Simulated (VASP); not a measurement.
# ZnCu2SnS4 (I-4) in VASP: further runs

ZnCu2SnS4 is run at these levels: PBE; tasks: single point.

Program: VASP 6.6.1. These are calculated values, not measurements. Logs are shortened: lines on timing, memory, paths and dates and some standing lists are left out, and cuts for length are marked.

**1. The cell of the first run**

It takes space group I-4 (No. 82, tetragonal). Conventional cell: a = 5.357 Å, b = 5.357 Å, c = 10.712 Å, α = 90.00°, β = 90.00°, γ = 90.00°. Cu (site symmetry -4) has 4 S at 2.27 Å within 3.0 Å. Cu (site symmetry -4) has 4 S at 2.27 Å within 3.0 Å. Within 3.1 Å of Zn (site symmetry -4) lie 4 S at 2.32 Å. Within 3.2 Å of Sn (site symmetry -4) lie 4 S at 2.42 Å. S (site symmetry 1) has 2 Cu at 2.27 Å and 1 Zn at 2.32 Å and 1 Sn at 2.42 Å within 3.0 Å.

**2. Single point, PBE (19.21 Å³/atom)**

Contents of INCAR:

```
SYSTEM = ZnCu2SnS4
ALGO = Normal
EDIFF = 1E-7
ENCUT = 520
GGA = PE
ISIF = 2
ISMEAR = 0
LASPH = .True.
LCHARG = .False.
LREAL = .False.
LWAVE = .False.
NBANDS = 46
NELM = 80
PREC = Accurate
SIGMA = 0.01
```

Contents of KPOINTS:

```
k-points
0
Gamma
  6 6 6
  0 0 0
```

Contents of POSCAR:

```
ZnCu2SnS4
1.0
   -2.6784216418      2.6784216418      5.3560514520
    2.6784216418     -2.6784216418      5.3560514520
    2.6784216418      2.6784216418     -5.3560514520
Cu Zn Sn S
2 1 1 4
Direct
    0.0000000000      0.0000000000      0.0000000000
    0.7500000000      0.2500000000      0.5000000000
    0.2500000000      0.7500000000      0.5000000000
    0.5000000000      0.5000000000      0.0000000000
    0.1042747315      0.6288744171      0.9919145733
    0.3711255829      0.3630401563      0.4754003144
    0.6369598437      0.1123601582      0.0080854267
    0.8876398418      0.8957252685      0.5245996856
```

Potentials or basis: VASP PAW PBE potentials, release 64 (Cu, Zn, Sn_d, S).

The run is started by

```bash
$ cat potpaw_PBE.64/Cu/POTCAR potpaw_PBE.64/Zn/POTCAR potpaw_PBE.64/Sn_d/POTCAR potpaw_PBE.64/S/POTCAR > POTCAR
$ mpirun -np 1 vasp_std > vasp.out
```

OUTCAR:

```text
SYSTEM = ZnCu2SnS4
   EDIFF = 1E-7
   ENCUT = 520
   GGA = PE
   ISIF = 2
   ISMEAR = 0
   LASPH = .True.
   LREAL = .False.
   NELM = 80
   PREC = Accurate

 ion  position               nearest neighbor table
   1  0.000  0.000  0.000-   5 2.27   8 2.27   6 2.27   7 2.27
   2  0.750  0.250  0.500-   7 2.27   5 2.27   8 2.27   6 2.27
   3  0.250  0.750  0.500-   6 2.32   7 2.32   8 2.32   5 2.32
   4  0.500  0.500  0.000-   7 2.42   5 2.42   8 2.42   6 2.42
   5  0.104  0.629  0.992-   2 2.27   1 2.27   3 2.32   4 2.42
   6  0.371  0.363  0.475-   2 2.27   1 2.27   3 2.32   4 2.42
   7  0.637  0.112  0.008-   2 2.27   1 2.27   3 2.32   4 2.42
   8  0.888  0.896  0.525-   2 2.27   1 2.27   3 2.32   4 2.42

  LATTYP: Found a body centered tetragonal cell.
 ALAT       =     5.3568432836
 C/A-ratio  =     1.9997043663

  Lattice vectors:

 A1 = (  -2.6784216418,   2.6784216418,   5.3560514520)
 A2 = (   2.6784216418,  -2.6784216418,   5.3560514520)
 A3 = (   2.6784216418,   2.6784216418,  -5.3560514520)

Analysis of symmetry for initial positions (statically):
=====================================================================
 Subroutine PRICEL returns:
 Original cell was already a primitive cell.

 Routine SETGRP: Setting up the symmetry group for a
 body centered tetragonal supercell.

 Subroutine GETGRP returns: Found  4 space group operations
 (whereof  4 operations were pure point group operations)
 out of a pool of 16 trial point group operations.

The static configuration has the point symmetry S_4 .

Analysis of symmetry for dynamics (positions and initial velocities):
=====================================================================
 Subroutine PRICEL returns:
 Original cell was already a primitive cell.

 Routine SETGRP: Setting up the symmetry group for a
 body centered tetragonal supercell.

 Subroutine GETGRP returns: Found  4 space group operations
 (whereof  4 operations were pure point group operations)
 out of a pool of 16 trial point group operations.

The dynamic configuration has the point symmetry S_4 .

 Subroutine INISYM returns: Found  4 space group operations
 (whereof  4 operations are pure point group operations),
 and found     1 'primitive' translations

----------------------------------------------------------------------------------------

                                     Primitive cell

  volume of cell :     153.6960

  direct lattice vectors                    reciprocal lattice vectors
    -2.678421642  2.678421642  5.356051452     0.000000000  0.186677106  0.093352352
     2.678421642 -2.678421642  5.356051452     0.186677106  0.000000000  0.093352352
     2.678421642  2.678421642 -5.356051452     0.186677106  0.186677106  0.000000000

  length of vectors
     6.560119827  6.560119827  6.560119827     0.208717521  0.208717521  0.264001295

  position of ions in fractional coordinates (direct lattice)
     0.000000000  0.000000000  0.000000000
     0.750000000  0.250000000  0.500000000
     0.250000000  0.750000000  0.500000000
     0.500000000  0.500000000  0.000000000
     0.104274731  0.628874417  0.991914573
     0.371125583  0.363040156  0.475400314
     0.636959844  0.112360158  0.008085427
     0.887639842  0.895725269  0.524599686

  ion indices of the primitive-cell ions
   primitive index   ion index
                 1           1
                 2           2
                 3           3
                 4           4
                 5           5
                 6           6
                 7           7
                 8           8

----------------------------------------------------------------------------------------

 KPOINTS: k-points

Automatic generation of k-mesh.
 Grid dimensions read from file:
 generate k-points for:    6    6    6

 Generating k-lattice:

  Cartesian coordinates                     Fractional coordinates (reciprocal lattice)
     0.000000000  0.031112851  0.015558725     0.166666667  0.000000000  0.000000000
     0.031112851  0.000000000  0.015558725     0.000000000  0.166666667  0.000000000
     0.031112851  0.031112851  0.000000000     0.000000000  0.000000000  0.166666667

  Length of vectors
     0.034786253  0.034786253  0.044000216

  Shift w.r.t. Gamma in fractional coordinates (k-lattice)
     0.000000000  0.000000000  0.000000000

 Subroutine IBZKPT returns following result:
 ===========================================

 Found     36 irreducible k-points:

 Following reciprocal coordinates:
            Coordinates               Weight
  0.000000  0.000000  0.000000      1.000000
  0.166667  0.000000 -0.000000      8.000000
  0.333333  0.000000 -0.000000      8.000000
  0.500000  0.000000  0.000000      4.000000
  0.166667  0.166667 -0.000000      8.000000
  0.333333  0.166667 -0.000000      8.000000
[... 16 lines left out ...]
  0.333333 -0.333333  0.166667      4.000000
 -0.166667  0.333333  0.166667      8.000000
 [... further k-points ...]
   k-points           NKPTS =     36   k-points in BZ     NKDIM =     36   number of bands    NBANDS=     46
   number of dos      NEDOS =    301   number of ions     NIONS =      8
   total plane-waves  NPLWV = 125000
   dimension x,y,z NGX =    50 NGY =   50 NGZ =   50
   dimension x,y,z NGXF=   100 NGYF=  100 NGZF=  100
   ions per type =               2   1   1   4
   NGX,Y,Z   is equivalent  to a cutoff of  12.67, 12.67, 12.67 a.u.
   NGXF,Y,Z  is equivalent  to a cutoff of  25.34, 25.34, 25.34 a.u.
 SYSTEM =  ZnCu2SnS4
   PREC   = accura    normal or accurate (medium, high low for compatibility)
   ISTART =      0    job   : 0-new  1-cont  2-samecut
   ICHARG =      2    charge: 1-file 2-atom 10-const
   ISPIN  =      1    spin polarized calculation?
   LNONCOLLINEAR =      F non collinear calculations
   LSORBIT =      F    spin-orbit coupling
   LASPH  =      T    aspherical Exc in radial PAW
   ENCUT  =  520.0 eV  38.22 Ry    6.18 a.u.  12.20 12.20 12.20*2*pi/ulx,y,z
   NELM   =     80;   NELMIN=  2; NELMDL= -5     # of ELM steps
   EDIFF  = 0.1E-06   stopping-criterion for ELM
   LREAL  =      F    real-space projection
   EDIFFG = 0.1E-05   stopping-criterion for IOM
   NSW    =      0    number of steps for IOM
   IBRION =     -1    ionic relax: 0-MD 1-quasi-New 2-CG
   NFREE  =      0    steps in history (QN), initial steepest desc. (CG)
   ISIF   =      2    stress and relaxation
   ISYM   =      2    0-nonsym 1-usesym 2-fastsym
   POTIM  = 0.5000    time-step for ionic-motion
   TEBEG  =    0.0;   TEEND  =   0.0 temperature during run
   PSTRESS=    0.0 pullay stress
   NELECT =      72.0000    total number of electrons
   NUPDOWN=      -1.0000    fix difference up-down
   EMIN   =  10.00;   EMAX   =-10.00  energy-range for DOS
   EFERMI =   0.00;   METHOD = LEGACY
   ISMEAR =     0;   SIGMA  =   0.01  broadening in eV -4-tet -1-fermi 0-gaus
   EFERMI_NEDOS =   21; number of points for ismear=-14 and -15
   IALGO  =     38    algorithm
   IMIX   =      4    mixing-type and parameters
     AMIX     =   0.40;   BMIX     =  1.00
     AMIX_MAG =   1.60;   BMIX_MAG =  1.00
  volume/ion in A,a.u.               =      19.21       129.65
  Fermi-wavevector in a.u.,A,eV,Ry     =   1.271447  2.402686 21.994858  1.616576
  Thomas-Fermi vector in A             =   2.404379
   LORBIT       =      0    0 simple, 1 ext, 2 COOP (PROOUT), +10 PAW based schemes
   GGA     = PE    functional components
   LHFCALC =     F    Hartree Fock is set to
   AEXX    =    0.0000 exact exchange contribution
   IVDW    =     0    specifies the selected vdW correction
   LEPSILON=     F    determine dielectric tensor
   LRPA    =     F    only Hartree local field effects (RPA)
 non-spin polarized calculation
 Gauss-broadening in eV      SIGMA  =   0.01
  energy-cutoff  :      520.00
  volume of cell :      153.70
 maximum number of plane-waves:      4170
 NGX is ok and might be reduce to    50

 number of electron      71.9999969 magnetization

 Free energy of the ion-electron system (eV)
  ---------------------------------------------------
  ext. energy  EPLUGINS =         0.00000000
  ---------------------------------------------------
  free energy    TOTEN  =       -32.44792075 eV

  energy without entropy =      -32.44792075  energy(sigma->0) =      -32.44792075

 E-fermi :   5.4054     XC(G=0):  -9.9900

 val. band max:        5.3645900853   @ k =   0.0000   0.0000   0.0000
 cond. band min:       5.6509824944   @ k =   0.0000   0.0000   0.0000
 fundamental gap:      0.2863924091
 Fermi energy:         5.4053604599

 k-point     1 :       0.0000    0.0000    0.0000
  band No.  band energies     occupation
      1     -16.9845      2.00000
      2     -16.9803      2.00000
      3     -16.9803      2.00000
      4     -16.8953      2.00000
      5     -16.8903      2.00000
      6      -9.4442      2.00000
[... 38 lines left out ...]
     45      10.6557      0.00000
     46      11.2212      0.00000

 k-point     2 :       0.1667    0.0000   -0.0000
  band No.  band energies     occupation
      1     -16.9847      2.00000
      2     -16.9804      2.00000
      3     -16.9803      2.00000
      4     -16.8952      2.00000
      5     -16.8902      2.00000
      6      -9.3442      2.00000
[... 38 lines left out ...]
     45      10.7761      0.00000
     46      11.1490      0.00000

 k-point     3 :       0.3333    0.0000   -0.0000
  band No.  band energies     occupation
      1     -16.9850      2.00000
      2     -16.9807      2.00000
      3     -16.9802      2.00000
      4     -16.8948      2.00000
      5     -16.8900      2.00000
      6      -9.0702      2.00000
[... 1018 lines left out ...]
     45      11.4077      0.00000
     46      11.6341      0.00000

 k-point    24 :      -0.1667    0.3333    0.1667
  band No.  band energies     occupation
      1     -16.9851      2.00000
      2     -16.9809      2.00000
      3     -16.9802      2.00000
      4     -16.8947      2.00000
      5     -16.8899      2.00000
      6      -8.8220      2.00000
[... 38 lines left out ...]
     45      11.2993      0.00000
     46      11.6629      0.00000

 [... further k-points ...]

------------------------ aborting loop because EDIFF is reached ----------------------------------------

  FORCE on cell =-STRESS in cart. coord.  units (eV):
  Direction    XX          YY          ZZ          XY          YZ          ZX
  --------------------------------------------------------------------------------------
  -------------------------------------------------------------------------------------
  Total        4.8305296      4.8305296      4.8431684     -0.0000001      0.0000000      0.0000000
  in kB       50.3550128     50.3550128     50.4867637     -0.0000008      0.0000000      0.0000000
  external PRESSURE =      50.3989298 kB  Pullay stress =       0.0000000 kB

 VOLUME and BASIS-vectors are now :
 -----------------------------------------------------------------------------
  energy-cutoff  :      520.00
  volume of cell :      153.70
      direct lattice vectors                 reciprocal lattice vectors
    -2.678421642  2.678421642  5.356051452     0.000000000  0.186677106  0.093352352
     2.678421642 -2.678421642  5.356051452     0.186677106  0.000000000  0.093352352
     2.678421642  2.678421642 -5.356051452     0.186677106  0.186677106  0.000000000

 POSITION                                       TOTAL-FORCE (eV/Angst)
 -----------------------------------------------------------------------------------
      0.00000      0.00000      0.00000         0.000000      0.000000     -0.000000
      0.00000      2.67842      2.67803        -0.000000      0.000000      0.000000
      2.67842      0.00000      2.67803        -0.000000      0.000000     -0.000000
      0.00000      0.00000      5.35605         0.000000      0.000000      0.000000
      4.06186      1.25167     -1.38596         0.061633     -0.053319     -0.052843
      1.25167      1.29498      1.38596        -0.053319     -0.061633      0.052843
     -1.38344      1.42676      3.97009        -0.061633      0.053319     -0.052843
      1.42676      1.38344      6.74201         0.053319      0.061633      0.052843
 -----------------------------------------------------------------------------------
    total drift:                                0.000001      0.000001     -0.000004

  FREE ENERGIE OF THE ION-ELECTRON SYSTEM (eV)
  ---------------------------------------------------
  free  energy   TOTEN  =       -32.4479207484 eV

  energy  without entropy=      -32.4479207484  energy(sigma->0) =      -32.44792075
```

Run time: 13 min. Hardware: 1 thread of Intel Xeon 8259CL, shared host; peak memory 0.51 GiB.

Results:

```yaml
Free_energy: -32.4479 eV
Pressure: 5.0 GPa
Largest_force: 0.097 eV/Å
Band_gap_on_the_k_mesh: 0.29 eV
```

Forces in eV/Å, atoms in the order of the input:
```
Cu   0.000  0.000  0.000
Cu   0.000  0.000  0.000
Zn   0.000  0.000  0.000
Sn   0.000  0.000  0.000
S    0.062 -0.053 -0.053
S   -0.053 -0.062  0.053
S   -0.062  0.053 -0.053
S    0.053  0.062  0.053
```

Caveat: the cell stands under pressure; spin-orbit coupling is left out, which moves the levels of the heavy elements.

**3. Single point, PBE**

This run uses another cell than the first one, of 19.83 Å³/atom.

Contents of INCAR:

```
PREC = Accurate
ENCUT = 520
EDIFF = 1E-6
ISMEAR = 0
SIGMA = 0.01
LREAL = False
LASPH = True
NELM = 60
ALGO = Normal
ISIF = 2
LWAVE = False
LCHARG = True
GGA = PE
LELF = True
LVHAR = True
NBANDS = 46
```

Contents of KPOINTS:

```
Automatic mesh
0
Gamma
  6 6 6
```

Contents of POSCAR:

```
ZnCu2SnS4
1.0
   -2.7069829090      2.7069829090      5.4112901405
    2.7069829090     -2.7069829090      5.4112901405
    2.7069829090      2.7069829090     -5.4112901405
Cu Zn Sn S
2 1 1 4
Direct
    0.0000000000      0.0000000000      0.0000000000
    0.7500000000      0.2500000000      0.5000000000
    0.2500000000      0.7500000000      0.5000000000
    0.5000000000      0.5000000000      0.0000000000
    0.1065752453      0.6286969754      0.9935355563
    0.3713030246      0.3648385809      0.4778782699
    0.6351614191      0.1130396890      0.0064644437
    0.8869603110      0.8934247547      0.5221217301
```

Potentials or basis: VASP PAW PBE potentials, release 64 (Cu, Zn, Sn_d, S).

The run is started by

```bash
$ cat potpaw_PBE.64/Cu/POTCAR potpaw_PBE.64/Zn/POTCAR potpaw_PBE.64/Sn_d/POTCAR potpaw_PBE.64/S/POTCAR > POTCAR
$ mpirun -np 1 vasp_std > vasp.out
```

Wall time 13 min (1 thread of Intel Xeon 8259CL, shared host); peak memory 0.52 GiB.

The run converged. Its results:

* Free energy: -32.5579 eV
* Pressure: 2.4 GPa
* Largest force: 0.136 eV/Å
* Band gap on the k mesh: 0.21 eV

Forces on the atoms (eV/Å):
```
Cu   0.000  0.000  0.000
Cu   0.000  0.000  0.000
Zn   0.000  0.000  0.000
Sn   0.000  0.000  0.000
S    0.048 -0.117 -0.051
S   -0.117 -0.048  0.051
S   -0.048  0.117 -0.051
S    0.117  0.048  0.051
```

Levels at points of the mesh, in eV from the valence-band top:
| k point | band 33 | band 34 | band 35 | band 36 | band 37 | band 38 | band 39 | band 40 |
| --- | --- | --- | --- | --- | --- | --- | --- | --- |
| (0.00, 0.00, 0.00) | -1.49 | -0.07 | -0.07 | 0.00 | 0.21 | 1.96 | 2.78 | 3.71 |
| (0.50, 0.00, 0.00) | -1.20 | -1.14 | -1.05 | -0.52 | 1.62 | 3.11 | 3.30 | 4.12 |
| (0.50, 0.50, 0.00) | -0.82 | -0.72 | -0.52 | -0.42 | 0.64 | 2.31 | 3.13 | 4.07 |
| (0.50, 0.50, 0.50) | -1.17 | -1.13 | -0.88 | -0.88 | 1.30 | 2.00 | 2.00 | 2.34 |

Caveat: spin-orbit coupling is left out, which moves the levels of the heavy elements.

**4. Single point, PBE (19.83 Å³/atom)**

This run uses another cell than the first one, of 19.83 Å³/atom.

Contents of INCAR:

```
SYSTEM = ZnCu2SnS4
PREC = Accurate
ENCUT = 520
EDIFF = 1E-6
ISMEAR = 0
SIGMA = 0.01
LREAL = .False.
LASPH = .True.
NELM = 100
ALGO = Normal
ISIF = 2
LWAVE = .False.
LCHARG = .False.
GGA = PE
NBANDS = 46
```

Contents of KPOINTS:

```
Automatic mesh
0
Gamma
  6 6 6
  0 0 0
```

Contents of POSCAR:

```
ZnCu2SnS4
1.0
   -2.7066176259      2.7066176259      5.4124350844
    2.7066176259     -2.7066176259      5.4124350844
    2.7066176259      2.7066176259     -5.4124350844
Cu Zn Sn S
2 1 1 4
Direct
    0.0000000000      0.0000000000      0.0000000000
    0.7500000000      0.2500000000      0.5000000000
    0.2500000000      0.7500000000      0.5000000000
    0.5000000000      0.5000000000      0.0000000000
    0.1042747315      0.6288744171      0.9919145733
    0.3711255829      0.3630401563      0.4754003144
    0.6369598437      0.1123601582      0.0080854267
    0.8876398418      0.8957252685      0.5245996856
```

The run is started by

```bash
$ cat potpaw_PBE.64/Cu/POTCAR potpaw_PBE.64/Zn/POTCAR potpaw_PBE.64/Sn_d/POTCAR potpaw_PBE.64/S/POTCAR > POTCAR
$ mpirun -np 1 vasp_std > vasp.out
```

It took 11 min on 1 thread of Intel Xeon 8259CL, shared host; peak memory 0.52 GiB.

It converged, with:

```
Free energy            : -32.5612 eV
Pressure               : 2.3 GPa
Largest force          : 0.026 eV/Å
Band gap on the k mesh : 0.17 eV
```

Forces in eV/Å, atoms in the order of the input:
```
Cu   0.000  0.000  0.000
Cu   0.000  0.000  0.000
Zn   0.000  0.000  0.000
Sn   0.000  0.000  0.000
S    0.020 -0.007 -0.015
S   -0.007 -0.020  0.015
S   -0.020  0.007 -0.015
S    0.007  0.020  0.015
```

Levels at points of the mesh, in eV from the valence-band top:
| k point | band 32 | band 33 | band 34 | band 35 | band 36 | band 37 | band 38 | band 39 | band 40 | band 41 |
| --- | --- | --- | --- | --- | --- | --- | --- | --- | --- | --- |
| (0.00, 0.00, 0.00) | -1.69 | -1.51 | -0.06 | -0.06 | 0.00 | 0.17 | 1.93 | 2.74 | 3.67 | 3.67 |
| (0.50, 0.00, 0.00) | -1.33 | -1.21 | -1.16 | -1.06 | -0.53 | 1.56 | 3.08 | 3.28 | 4.08 | 4.21 |
| (0.50, 0.50, 0.00) | -1.30 | -0.84 | -0.74 | -0.53 | -0.42 | 0.58 | 2.30 | 3.11 | 4.03 | 4.30 |
| (0.50, 0.50, 0.50) | -1.18 | -1.18 | -1.16 | -0.89 | -0.89 | 1.24 | 1.98 | 1.98 | 2.31 | 3.22 |

Caveat: spin-orbit coupling is left out, which moves the levels of the heavy elements. A k mesh can miss the band edges.

**5. The runs side by side**

```tsv
cell	gap on the mesh (eV)	pressure (GPa)	largest force (eV/Å)
a = 6.560 Å, angles 131.8, 131.8, 70.5°, 8 atoms	0.29	5.0	0.10
a = 6.629 Å, angles 131.8, 131.8, 70.6°, 8 atoms	0.21	2.4	0.14
a = 6.629 Å, angles 131.8, 131.8, 70.5°, 8 atoms	0.17	2.3	0.03
```

Some of these runs hold the atoms at other places in the same cell, which the table doesn't show; runs alike in all that it shows share one row.

Alike in all rows: task single point; level PBE; potentials or basis VASP PAW PBE potentials, release 64 (Cu, Zn, Sn_d, S); no spin polarisation; k mesh 6 × 6 × 6; cutoff (eV) 520; smearing gaussian 0.01 eV.

Caveats: spin-orbit coupling is left out, which moves the levels of the heavy elements; the cell stands under pressure (at least some runs).

Total energies depend on the potentials used, so only differences within one code and one set of settings carry meaning.
